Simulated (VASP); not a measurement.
# CoSi2 (Immm) in VASP: a series of runs, part 2 of 2

VASP 6.6.1.

### Step 3. Single point, PBEsol (uniaxial strain along a: +4.5 %)

The input, INCAR:

```
SYSTEM = CoSi2
PREC = Accurate ; ENCUT = 520
EDIFF = 1E-7 ; ISMEAR = 0
SIGMA = 0.1 ; LREAL = .False.
LASPH = .True. ; NELM = 100
ALGO = Normal ; ISIF = 2
LWAVE = .False. ; LCHARG = .False.
GGA = PS ; NBANDS = 26
```

The input, KPOINTS:

```
Automatic mesh
0
Gamma
  10 10 8
  0 0 0
```

The input, POSCAR:

```
CoSi2
1.0
    2.7757853390      2.7757853390      0.0000000000
   -2.6263710564      2.6263710564      0.0000000000
    0.0000000000      0.0000000000      5.2527421128
Co Si
2 4
Direct
    0.0000000000      0.0000000000      0.0000000000
    0.5000000000      0.5000000000      0.5000000000
    0.0000000000      0.5000000000      0.7458879037
    0.5000000000      0.0000000000      0.7541120963
    0.5000000000      0.0000000000      0.2458879037
    0.0000000000      0.5000000000      0.2541120963
```

Potentials or basis: VASP PAW PBE potentials, release 64 (Co, Si).

Command:

```
$ cat potpaw_PBE.64/Co/POTCAR potpaw_PBE.64/Si/POTCAR > POTCAR
$ mpirun -np 1 vasp_std > vasp.out
```

OUTCAR:

```text
SYSTEM = CoSi2
   PREC = Accurate
   ENCUT = 520
   EDIFF = 1E-7
   ISMEAR = 0
   LREAL = .False.
   LASPH = .True.
   NELM = 100
   ISIF = 2
   GGA = PS

 ion  position               nearest neighbor table
   1  0.000  0.000  0.000-   3 2.29   6 2.29   3 2.29   6 2.29   5 2.35   4 2.35   4 2.35   5 2.35

   2  0.500  0.500  0.500-   4 2.29   5 2.29   4 2.29   5 2.29   3 2.35   6 2.35   3 2.35   6 2.35

   3  0.000  0.500  0.746-   1 2.29   1 2.29   2 2.35   2 2.35   6 2.58   6 2.67   4 2.70   4 2.70
                             4 2.70   4 2.70
   4  0.500  0.000  0.754-   2 2.29   2 2.29   1 2.35   1 2.35   5 2.58   5 2.67   3 2.70   3 2.70
                             3 2.70   3 2.70
   5  0.500  0.000  0.246-   2 2.29   2 2.29   1 2.35   1 2.35   4 2.58   4 2.67   6 2.70   6 2.70
                             6 2.70   6 2.70
   6  0.000  0.500  0.254-   1 2.29   1 2.29   2 2.35   2 2.35   3 2.58   3 2.67   5 2.70   5 2.70
                             5 2.70   5 2.70

  LATTYP: Found a simple orthorhombic cell.
 ALAT       =     3.7142495678
 B/A-ratio  =     1.0568900126
 C/A-ratio  =     1.4142135624

  Lattice vectors:

 A1 = (   2.6263710564,  -2.6263710564,   0.0000000000)
 A2 = (   2.7757853390,   2.7757853390,   0.0000000000)
 A3 = (   0.0000000000,   0.0000000000,   5.2527421128)

Analysis of symmetry for initial positions (statically):
=====================================================================
 Subroutine PRICEL returns following result:

  LATTYP: Found a body centered orthorhombic cell.
 ALAT       =     3.7142495678
 B/A-ratio  =     1.0568900126
 C/A-ratio  =     1.4142135624

  Lattice vectors:

 A1 = (   2.7010781977,   0.0747071413,  -2.6263710564)
 A2 = (  -2.7010781977,  -0.0747071413,  -2.6263710564)
 A3 = (   0.0747071413,   2.7010781977,   2.6263710564)

   2 primitive cells build up your supercell.

 Routine SETGRP: Setting up the symmetry group for a
 simple orthorhombic supercell.

 Subroutine GETGRP returns: Found  8 space group operations
 (whereof  8 operations were pure point group operations)
 out of a pool of  8 trial point group operations.

The static configuration has the point symmetry D_2h.

Analysis of symmetry for dynamics (positions and initial velocities):
=====================================================================
 Subroutine PRICEL returns following result:

  LATTYP: Found a body centered orthorhombic cell.
 ALAT       =     3.7142495678
 B/A-ratio  =     1.0568900126
 C/A-ratio  =     1.4142135624

  Lattice vectors:

 A1 = (   2.7010781977,   0.0747071413,  -2.6263710564)
 A2 = (  -2.7010781977,  -0.0747071413,  -2.6263710564)
 A3 = (   0.0747071413,   2.7010781977,   2.6263710564)

   2 primitive cells build up your supercell.

 Routine SETGRP: Setting up the symmetry group for a
 simple orthorhombic supercell.

 Subroutine GETGRP returns: Found  8 space group operations
 (whereof  8 operations were pure point group operations)
 out of a pool of  8 trial point group operations.

The dynamic configuration has the point symmetry D_2h.

 Subroutine INISYM returns: Found  8 space group operations
 (whereof  8 operations are pure point group operations),
 and found     2 'primitive' translations
[... 38 lines left out ...]
    -0.019037676  0.019037676  0.000000000     0.000000000  0.100000000  0.000000000
     0.000000000  0.000000000  0.023797094     0.000000000  0.000000000  0.125000000

  Length of vectors
     0.025474116  0.026923339  0.023797094

  Shift w.r.t. Gamma in fractional coordinates (k-lattice)
     0.000000000  0.000000000  0.000000000

 Subroutine IBZKPT returns following result:
 ===========================================

 Found    180 irreducible k-points:

 Following reciprocal coordinates:
            Coordinates               Weight
  0.000000  0.000000  0.000000      1.000000
  0.100000  0.000000  0.000000      2.000000
  0.200000  0.000000  0.000000      2.000000
  0.300000  0.000000  0.000000      2.000000
  0.400000  0.000000  0.000000      2.000000
  0.500000  0.000000  0.000000      1.000000
[... 16 lines left out ...]
  0.400000  0.300000  0.000000      4.000000
  0.500000  0.300000  0.000000      2.000000
 [... further k-points ...]
   k-points           NKPTS =    180   k-points in BZ     NKDIM =    180   number of bands    NBANDS=     26
   number of dos      NEDOS =    301   number of ions     NIONS =      6
   total plane-waves  NPLWV =  33600
   dimension x,y,z NGX =    30 NGY =   28 NGZ =   40
   dimension x,y,z NGXF=    60 NGYF=   56 NGZF=   80
   ions per type =               2   4
   NGX,Y,Z   is equivalent  to a cutoff of  12.70, 12.53, 12.66 a.u.
   NGXF,Y,Z  is equivalent  to a cutoff of  25.41, 25.07, 25.32 a.u.
 SYSTEM =  CoSi2
   PREC   = accura    normal or accurate (medium, high low for compatibility)
   ISTART =      0    job   : 0-new  1-cont  2-samecut
   ICHARG =      2    charge: 1-file 2-atom 10-const
   ISPIN  =      1    spin polarized calculation?
   LNONCOLLINEAR =      F non collinear calculations
   LSORBIT =      F    spin-orbit coupling
   LASPH  =      T    aspherical Exc in radial PAW
   ENCUT  =  520.0 eV  38.22 Ry    6.18 a.u.   7.30  6.91  9.77*2*pi/ulx,y,z
   NELM   =    100;   NELMIN=  2; NELMDL= -5     # of ELM steps
   EDIFF  = 0.1E-06   stopping-criterion for ELM
   LREAL  =      F    real-space projection
   EDIFFG = 0.1E-05   stopping-criterion for IOM
   NSW    =      0    number of steps for IOM
   IBRION =     -1    ionic relax: 0-MD 1-quasi-New 2-CG
   NFREE  =      0    steps in history (QN), initial steepest desc. (CG)
   ISIF   =      2    stress and relaxation
   ISYM   =      2    0-nonsym 1-usesym 2-fastsym
   POTIM  = 0.5000    time-step for ionic-motion
   TEBEG  =    0.0;   TEEND  =   0.0 temperature during run
   PSTRESS=    0.0 pullay stress
   NELECT =      34.0000    total number of electrons
   NUPDOWN=      -1.0000    fix difference up-down
   EMIN   =  10.00;   EMAX   =-10.00  energy-range for DOS
[... 5 lines left out ...]
     AMIX     =   0.40;   BMIX     =  1.00
     AMIX_MAG =   1.60;   BMIX_MAG =  1.00
  volume/ion in A,a.u.               =      12.76        86.14
  Fermi-wavevector in a.u.,A,eV,Ry     =   1.248864  2.360011 21.220478  1.559661
  Thomas-Fermi vector in A             =   2.382931
   LORBIT       =      0    0 simple, 1 ext, 2 COOP (PROOUT), +10 PAW based schemes
   GGA     = PS    functional components
   LHFCALC =     F    Hartree Fock is set to
   AEXX    =    0.0000 exact exchange contribution
   IVDW    =     0    specifies the selected vdW correction
   LEPSILON=     F    determine dielectric tensor
   LRPA    =     F    only Hartree local field effects (RPA)
 non-spin polarized calculation
 Gauss-broadening in eV      SIGMA  =   0.10
  energy-cutoff  :      520.00
  volume of cell :       76.59
 maximum number of plane-waves:      2098
 NGX is ok and might be reduce to    30
   NGX = 15   NGY = 13   NGZ = 19

 number of electron      33.9999987 magnetization

 Free energy of the ion-electron system (eV)
  ---------------------------------------------------
  ext. energy  EPLUGINS =         0.00000000
  ---------------------------------------------------
  free energy    TOTEN  =       -41.85449532 eV

  energy without entropy =      -41.84463366  energy(sigma->0) =      -41.84956449

 E-fermi :  10.0236     XC(G=0): -11.8709

 val. band max:       10.0151685670   @ k =   0.2000   0.2000   0.3750
 cond. band min:      10.0518464592   @ k =   0.0000   0.3000   0.3750
 fundamental gap:      0.0366778921
 Fermi energy:        10.0235994043

 k-point     1 :       0.0000    0.0000    0.0000
  band No.  band energies     occupation
      1      -3.1064      2.00000
      2       1.2817      2.00000
      3       2.8125      2.00000
      4       3.3603      2.00000
      5       5.8487      2.00000
      6       5.8560      2.00000
[... 685 lines left out ...]
     25      19.1658      0.00000
     26      19.1658      0.00000

 [... further k-points ...]
[... 5 lines left out ...]
  --------------------------------------------------------------------------------------
  -------------------------------------------------------------------------------------
  Total       -2.2879426     -2.2879426     -0.5234014     -3.3227247      0.0000000      0.0000000
  in kB      -47.8627530    -47.8627530    -10.9493260    -69.5099383      0.0000000      0.0000000
  external PRESSURE =     -35.5582774 kB  Pullay stress =       0.0000000 kB

 VOLUME and BASIS-vectors are now :
 -----------------------------------------------------------------------------
  energy-cutoff  :      520.00
  volume of cell :       76.59
      direct lattice vectors                 reciprocal lattice vectors
     2.775785339  2.775785339  0.000000000     0.180129203  0.180129203  0.000000000
    -2.626371056  2.626371056  0.000000000    -0.190376755  0.190376755  0.000000000
     0.000000000  0.000000000  5.252742113     0.000000000  0.000000000  0.190376755

 POSITION                                       TOTAL-FORCE (eV/Angst)
 -----------------------------------------------------------------------------------
      0.00000      0.00000      0.00000         0.000000      0.000000      0.000000
      0.07471      2.70108      2.62637         0.000000     -0.000000      0.000000
     -1.31319      1.31319      3.91796        -0.000000      0.000000     -0.181869
      1.38789      1.38789      3.96116        -0.000000     -0.000000      0.181869
      1.38789      1.38789      1.29159        -0.000000     -0.000000     -0.181869
     -1.31319      1.31319      1.33479        -0.000000      0.000000      0.181869
 -----------------------------------------------------------------------------------
    total drift:                               -0.000000      0.000000      0.000000

  FREE ENERGIE OF THE ION-ELECTRON SYSTEM (eV)
  ---------------------------------------------------
  free  energy   TOTEN  =       -41.8544953181 eV

  energy  without entropy=      -41.8446336628  energy(sigma->0) =      -41.84956449
```

stdout:

```text
POSCAR found type information on POSCAR CoSi
 POSCAR found :  2 types and       6 ions
 scaLAPACK will be used
 -----------------------------------------------------------------------------
|                                                                             |
|                                                                             |
|     You enforced a specific xc type in the INCAR file but a different       |
|     I HOPE YOU KNOW WHAT YOU ARE DOING!                                     |
|                                                                             |
 -----------------------------------------------------------------------------

 LDA part: xc-table for (Slater+PW92), standard interpolation
 POSCAR, INCAR and KPOINTS ok, starting setup
 FFT: planning ... GRIDC
 FFT: planning ... GRID_SOFT
 FFT: planning ... GRID
 WAVECAR not read
 entering main loop
```

It took 10 min on 1 thread of AMD EPYC 7R43 (Zen 3), shared host; peak memory 0.36 GiB.

Results:

| Item | Value |
| --- | --- |
| Free energy | -41.8545 eV |
| Pressure | -3.6 GPa |
| Largest force | 0.182 eV/Å |
| Band gap on the k mesh | zero (band 17 reaches 11.58 eV, above the bottom of band 18 at 8.72 eV) |

Forces on the atoms (eV/Å):
```
Co   0.000  0.000  0.000
Co   0.000  0.000  0.000
Si   0.000  0.000 -0.182
Si   0.000  0.000  0.182
Si   0.000  0.000 -0.182
Si   0.000  0.000  0.182
```

Levels at points of the mesh, in eV from the Fermi level:
| k point | band 13 | band 14 | band 15 | band 16 | band 17 | band 18 | band 19 | band 20 | band 21 | band 22 |
| --- | --- | --- | --- | --- | --- | --- | --- | --- | --- | --- |
| (0.00, 0.00, 0.00) | -1.84 | -1.84 | -1.34 | 0.71 | 1.38 | 2.89 | 2.93 | 3.13 | 3.33 | 3.79 |
| (0.50, 0.00, 0.00) | -1.52 | -1.52 | -0.96 | -0.96 | 0.40 | 0.40 | 2.70 | 2.70 | 4.62 | 4.62 |
| (0.00, 0.50, 0.00) | -1.50 | -1.50 | -1.05 | -1.05 | 0.08 | 0.08 | 1.98 | 1.98 | 4.08 | 4.08 |
| (0.50, 0.50, 0.00) | -1.91 | -1.91 | -1.90 | -1.90 | -1.31 | -1.31 | 1.67 | 1.67 | 2.92 | 2.92 |
| (0.00, 0.00, 0.50) | -0.47 | -0.47 | -0.14 | -0.14 | -0.04 | -0.04 | 1.27 | 1.27 | 3.32 | 3.32 |
| (0.50, 0.00, 0.50) | -1.61 | -1.61 | -0.41 | -0.41 | -0.18 | -0.18 | 2.96 | 2.96 | 3.51 | 3.51 |
| (0.00, 0.50, 0.50) | -1.58 | -1.58 | -0.86 | -0.86 | -0.37 | -0.37 | 2.49 | 2.49 | 3.07 | 3.07 |
| (0.50, 0.50, 0.50) | -2.06 | -2.06 | -1.46 | -1.46 | -0.62 | -0.62 | 3.80 | 3.80 | 3.82 | 3.82 |

Caveat: the cell differs from its parent crystal (uniaxial strain along a: +4.5 %); the PAW data sets were made with another functional, which shifts forces and pressure a little.
